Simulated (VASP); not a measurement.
# MgCd3O (P4mm) in VASP: a series of runs

The runs below take MgCd3O through single point, relaxation of cell and atoms, with PBE.

Everything below comes from runs of VASP 6.6.1. Logs are shortened: lines on timing, memory, paths and dates and some standing lists are left out, and cuts for length are marked.

## (1) The cell of the first run

Symmetry: P4mm, No. 99, tetragonal system. Conventional cell: a = 4.488 Å, b = 4.488 Å, c = 5.062 Å, α = 90.00°, β = 90.00°, γ = 90.00°. Mg (site symmetry 4mm) has 2 Cd at 2.30 to 2.76 Å within 3.0 Å. Within 3.0 Å of Cd (site symmetry 2mm) lie 2 O at 2.27 Å and 2 Cd at 2.28 Å. Within 3.0 Å of Cd (site symmetry 4mm) lie 4 Cd at 2.28 Å and 2 Mg at 2.30 to 2.76 Å. O (site symmetry 4mm) has 4 Cd at 2.27 Å within 3.0 Å.

The cell was built from a structure type or drawn by symmetry, and may not be a known phase.

## (2) Single point, PBE

The input, INCAR:

```
SYSTEM = MgCd3O
PREC = Accurate
ENCUT = 600
EDIFF = 1E-6
ISMEAR = 0
SIGMA = 0.1
LREAL = .FALSE.
LASPH = .TRUE.
NELM = 120
ALGO = Normal
ISIF = 2
LWAVE = .FALSE.
LCHARG = .FALSE.
GGA = PE
NBANDS = 30
GGA_COMPAT = .FALSE.
```

The input, KPOINTS:

```
Automatic mesh
0
G
  4 4 4
  0 0 0
```

The input, POSCAR:

```
MgCd3O
1.0
    4.4877220700      0.0000000000      0.0000000000
    0.0000000000      4.4877220700      0.0000000000
    0.0000000000      0.0000000000      5.0619580200
Mg Cd O
1 3 1
Direct
    0.5000000000      0.5000000000      0.5804528200
    0.5000000000      0.0000000000      0.0426836700
    0.0000000000      0.5000000000      0.0426836700
    0.5000000000      0.5000000000      0.1263733200
    0.0000000000      0.0000000000      0.9745571500
```

Potentials or basis: VASP PAW PBE potentials, release 64 (Mg, Cd, O).

Command:

```sh
$ cat potpaw_PBE.64/Mg/POTCAR potpaw_PBE.64/Cd/POTCAR potpaw_PBE.64/O/POTCAR > POTCAR
$ mpirun -np 1 vasp_std > vasp.out
```

OUTCAR:

```text
SYSTEM = MgCd3O
   PREC = Accurate
   ENCUT = 600
   EDIFF = 1E-6
   ISMEAR = 0
   LREAL = .FALSE.
   LASPH = .TRUE.
   NELM = 120
   ISIF = 2
   GGA = PE

 ion  position               nearest neighbor table
   1  0.500  0.500  0.580-   4 2.30   4 2.76   3 3.24   2 3.24   2 3.24   3 3.24   2 3.53   2 3.53
                             3 3.53   3 3.53
   2  0.500  0.000  0.043-   5 2.27   5 2.27   4 2.28   4 2.28   3 3.17   3 3.17   3 3.17   3 3.17
                             1 3.24   1 3.24   1 3.53   1 3.53
   3  0.000  0.500  0.043-   5 2.27   5 2.27   4 2.28   4 2.28   2 3.17   2 3.17   2 3.17   2 3.17
                             1 3.24   1 3.24   1 3.53   1 3.53
   4  0.500  0.500  0.126-   2 2.28   3 2.28   2 2.28   3 2.28   1 2.30   1 2.76
   5  0.000  0.000  0.975-   2 2.27   3 2.27   3 2.27   2 2.27

  LATTYP: Found a simple tetragonal cell.
 ALAT       =     4.4877220700
 C/A-ratio  =     1.1279571108

  Lattice vectors:

 A1 = (   4.4877220700,   0.0000000000,   0.0000000000)
 A2 = (   0.0000000000,   4.4877220700,   0.0000000000)
 A3 = (   0.0000000000,   0.0000000000,   5.0619580200)

Analysis of symmetry for initial positions (statically):
=====================================================================
 Subroutine PRICEL returns:
 Original cell was already a primitive cell.

 Routine SETGRP: Setting up the symmetry group for a
 simple tetragonal supercell.

 Subroutine GETGRP returns: Found  8 space group operations
 (whereof  8 operations were pure point group operations)
 out of a pool of 16 trial point group operations.

The static configuration has the point symmetry C_4v.

Analysis of symmetry for dynamics (positions and initial velocities):
=====================================================================
 Subroutine PRICEL returns:
 Original cell was already a primitive cell.

 Routine SETGRP: Setting up the symmetry group for a
 simple tetragonal supercell.

 Subroutine GETGRP returns: Found  8 space group operations
 (whereof  8 operations were pure point group operations)
 out of a pool of 16 trial point group operations.

The dynamic configuration has the point symmetry C_4v.

 Subroutine INISYM returns: Found  8 space group operations
 (whereof  8 operations are pure point group operations),
 and found     1 'primitive' translations

----------------------------------------------------------------------------------------

                                     Primitive cell

  volume of cell :     101.9461

  direct lattice vectors                    reciprocal lattice vectors
     4.487722070  0.000000000  0.000000000     0.222830199  0.000000000  0.000000000
     0.000000000  4.487722070  0.000000000     0.000000000  0.222830199  0.000000000
     0.000000000  0.000000000  5.061958020     0.000000000  0.000000000  0.197552014

  length of vectors
     4.487722070  4.487722070  5.061958020     0.222830199  0.222830199  0.197552014

  position of ions in fractional coordinates (direct lattice)
     0.500000000  0.500000000  0.580452820
     0.500000000  0.000000000  0.042683670
     0.000000000  0.500000000  0.042683670
     0.500000000  0.500000000  0.126373320
     0.000000000  0.000000000  0.974557150

  ion indices of the primitive-cell ions
   primitive index   ion index
                 1           1
                 2           2
                 3           3
                 4           4
                 5           5

----------------------------------------------------------------------------------------

 KPOINTS: Automatic mesh

Automatic generation of k-mesh.
 Grid dimensions read from file:
 generate k-points for:    4    4    4

 Generating k-lattice:

  Cartesian coordinates                     Fractional coordinates (reciprocal lattice)
     0.055707550  0.000000000  0.000000000     0.250000000  0.000000000  0.000000000
     0.000000000  0.055707550  0.000000000     0.000000000  0.250000000  0.000000000
     0.000000000  0.000000000  0.049388003     0.000000000  0.000000000  0.250000000

  Length of vectors
     0.055707550  0.055707550  0.049388003

  Shift w.r.t. Gamma in fractional coordinates (k-lattice)
     0.000000000  0.000000000  0.000000000

 Subroutine IBZKPT returns following result:
 ===========================================

 Found     18 irreducible k-points:

 Following reciprocal coordinates:
            Coordinates               Weight
  0.000000  0.000000  0.000000      1.000000
  0.250000  0.000000  0.000000      4.000000
  0.500000  0.000000  0.000000      2.000000
  0.250000  0.250000  0.000000      4.000000
  0.500000  0.250000  0.000000      4.000000
  0.500000  0.500000  0.000000      1.000000
[... 10 lines left out ...]
  0.500000  0.250000  0.500000      4.000000
  0.500000  0.500000  0.500000      1.000000
   k-points           NKPTS =     18   k-points in BZ     NKDIM =     18   number of bands    NBANDS=     30
   number of dos      NEDOS =    301   number of ions     NIONS =      5
   total plane-waves  NPLWV =  51840
   dimension x,y,z NGX =    36 NGY =   36 NGZ =   40
   dimension x,y,z NGXF=    72 NGYF=   72 NGZF=   80
   ions per type =               1   3   1
   NGX,Y,Z   is equivalent  to a cutoff of  13.34, 13.34, 13.14 a.u.
   NGXF,Y,Z  is equivalent  to a cutoff of  26.67, 26.67, 26.27 a.u.
 SYSTEM =  MgCd3O
   PREC   = accura    normal or accurate (medium, high low for compatibility)
   ISTART =      0    job   : 0-new  1-cont  2-samecut
   ICHARG =      2    charge: 1-file 2-atom 10-const
   ISPIN  =      1    spin polarized calculation?
   LNONCOLLINEAR =      F non collinear calculations
   LSORBIT =      F    spin-orbit coupling
   LASPH  =      T    aspherical Exc in radial PAW
   ENCUT  =  600.0 eV  44.10 Ry    6.64 a.u.   8.96  8.96 10.11*2*pi/ulx,y,z
   NELM   =    120;   NELMIN=  2; NELMDL= -5     # of ELM steps
   EDIFF  = 0.1E-05   stopping-criterion for ELM
   LREAL  =      F    real-space projection
   EDIFFG = 0.1E-04   stopping-criterion for IOM
   NSW    =      0    number of steps for IOM
   IBRION =     -1    ionic relax: 0-MD 1-quasi-New 2-CG
   NFREE  =      0    steps in history (QN), initial steepest desc. (CG)
   ISIF   =      2    stress and relaxation
   ISYM   =      2    0-nonsym 1-usesym 2-fastsym
   POTIM  = 0.5000    time-step for ionic-motion
   TEBEG  =    0.0;   TEEND  =   0.0 temperature during run
   PSTRESS=    0.0 pullay stress
   NELECT =      44.0000    total number of electrons
   NUPDOWN=      -1.0000    fix difference up-down
   EMIN   =  10.00;   EMAX   =-10.00  energy-range for DOS
   EFERMI =   0.00;   METHOD = LEGACY
   ISMEAR =     0;   SIGMA  =   0.10  broadening in eV -4-tet -1-fermi 0-gaus
   EFERMI_NEDOS =   21; number of points for ismear=-14 and -15
   IALGO  =     38    algorithm
   IMIX   =      4    mixing-type and parameters
     AMIX     =   0.40;   BMIX     =  1.00
     AMIX_MAG =   1.60;   BMIX_MAG =  1.00
  volume/ion in A,a.u.               =      20.39       137.59
  Fermi-wavevector in a.u.,A,eV,Ry     =   1.237188  2.337946 20.825530  1.530633
  Thomas-Fermi vector in A             =   2.371765
   LORBIT       =      0    0 simple, 1 ext, 2 COOP (PROOUT), +10 PAW based schemes
   GGA     = PE    functional components
   LHFCALC =     F    Hartree Fock is set to
   AEXX    =    0.0000 exact exchange contribution
   IVDW    =     0    specifies the selected vdW correction
   LEPSILON=     F    determine dielectric tensor
   LRPA    =     F    only Hartree local field effects (RPA)
 non-spin polarized calculation
 Gauss-broadening in eV      SIGMA  =   0.10
  energy-cutoff  :      600.00
  volume of cell :      101.95
 maximum number of plane-waves:      3448
 NGX is ok and might be reduce to    36
   NGX = 17   NGY = 17   NGZ = 21

 number of electron      44.0000023 magnetization

 Free energy of the ion-electron system (eV)
  ---------------------------------------------------
  ext. energy  EPLUGINS =         0.00000000
  ---------------------------------------------------
  free energy    TOTEN  =        -3.04172742 eV

  energy without entropy =       -3.02933247  energy(sigma->0) =       -3.03552995

 E-fermi :   2.3278     XC(G=0):  -9.6272

 val. band max:        2.2841295201   @ k =   0.2500   0.2500   0.0000
 cond. band min:       2.3627099437   @ k =   0.2500   0.2500   0.2500
 fundamental gap:      0.0785804236
 Fermi energy:         2.3278314091

 k-point     1 :       0.0000    0.0000    0.0000
  band No.  band energies     occupation
      1     -15.5590      2.00000
      2     -10.4578      2.00000
      3      -9.6966      2.00000
      4      -9.6773      2.00000
      5      -8.7713      2.00000
      6      -8.7713      2.00000
[... 22 lines left out ...]
     29       8.9031      0.00000
     30      10.7204      0.00000

 k-point     2 :       0.2500    0.0000    0.0000
  band No.  band energies     occupation
      1     -15.4739      2.00000
      2     -10.3213      2.00000
      3      -9.6011      2.00000
      4      -9.4776      2.00000
      5      -8.7656      2.00000
      6      -8.4243      2.00000
[... 22 lines left out ...]
     29       9.2799      0.00000
     30      10.0834      0.00000

 k-point     3 :       0.5000    0.0000    0.0000
  band No.  band energies     occupation
      1     -15.3849      2.00000
      2     -10.2046      2.00000
      3      -9.2097      2.00000
      4      -9.0447      2.00000
      5      -9.0179      2.00000
      6      -8.7816      2.00000
[... 22 lines left out ...]
     29       9.4487      0.00000
     30       9.6760      0.00000

 k-point     4 :       0.2500    0.2500    0.0000
  band No.  band energies     occupation
      1     -15.3906      2.00000
      2     -10.1153      2.00000
      3      -9.6032      2.00000
      4      -9.2368      2.00000
      5      -8.4999      2.00000
      6      -8.3810      2.00000
[... 418 lines left out ...]
     29       9.8531      0.00000
     30      10.1895      0.00000

 k-point    17 :       0.5000    0.2500    0.5000
  band No.  band energies     occupation
      1     -15.3010      2.00000
      2      -9.9235      2.00000
      3      -9.1531      2.00000
      4      -9.0687      2.00000
      5      -8.8669      2.00000
      6      -8.4619      2.00000
[... 22 lines left out ...]
     29      10.5113      0.00000
     30      11.0345      0.00000

 k-point    18 :       0.5000    0.5000    0.5000
  band No.  band energies     occupation
      1     -15.2162      2.00000
      2      -9.2041      2.00000
      3      -9.1233      2.00000
      4      -9.1233      2.00000
      5      -9.0220      2.00000
      6      -8.5513      2.00000
[... 22 lines left out ...]
     29      11.9873      0.00000
     30      11.9873      0.00000

------------------------ aborting loop because EDIFF is reached ----------------------------------------

  FORCE on cell =-STRESS in cart. coord.  units (eV):
  Direction    XX          YY          ZZ          XY          YZ          ZX
  --------------------------------------------------------------------------------------
  -------------------------------------------------------------------------------------
  Total       29.8888525     29.8888525     11.0222061      0.0000000      0.0000000      0.0000000
  in kB      469.7311697    469.7311697    173.2242408      0.0000000      0.0000000      0.0000000
  external PRESSURE =     370.8955267 kB  Pullay stress =       0.0000000 kB

 VOLUME and BASIS-vectors are now :
 -----------------------------------------------------------------------------
  energy-cutoff  :      600.00
  volume of cell :      101.95
      direct lattice vectors                 reciprocal lattice vectors
     4.487722070  0.000000000  0.000000000     0.222830199  0.000000000  0.000000000
     0.000000000  4.487722070  0.000000000     0.000000000  0.222830199  0.000000000
     0.000000000  0.000000000  5.061958020     0.000000000  0.000000000  0.197552014

 POSITION                                       TOTAL-FORCE (eV/Angst)
 -----------------------------------------------------------------------------------
      2.24386      2.24386      2.93823         0.000000      0.000000      2.603963
      2.24386      0.00000      0.21606         0.000000      0.000000     -1.786188
      0.00000      2.24386      0.21606        -0.000000      0.000000     -1.786188
      2.24386      2.24386      0.63970         0.000000     -0.000000      1.609638
      0.00000      0.00000      4.93317        -0.000000      0.000000     -0.641225
 -----------------------------------------------------------------------------------
    total drift:                                0.000000      0.000000      0.000205

  FREE ENERGIE OF THE ION-ELECTRON SYSTEM (eV)
  ---------------------------------------------------
  free  energy   TOTEN  =        -3.0417274233 eV

  energy  without entropy=       -3.0293324672  energy(sigma->0) =       -3.03552995
```

Run time: 52 s. Hardware: 1 thread of Intel Xeon Platinum 8488C (Sapphire Rapids), shared host; peak memory 0.24 GiB.

Results:

* Free energy: -3.0417 eV
* Pressure: 37.1 GPa
* Largest force: 2.604 eV/Å
* Band gap on the k mesh: zero (bands 22 and 23 overlap by 1.77 eV)

Forces on the atoms (eV/Å):
```
Mg   0.000  0.000  2.604
Cd   0.000  0.000 -1.786
Cd   0.000  0.000 -1.786
Cd   0.000  0.000  1.610
O    0.000  0.000 -0.641
```

Caveat: the cell stands under pressure; forces of over 1 eV/Å act on the atoms, so gaps and moduli don't describe the material at rest.

[end of part 1 of 3]
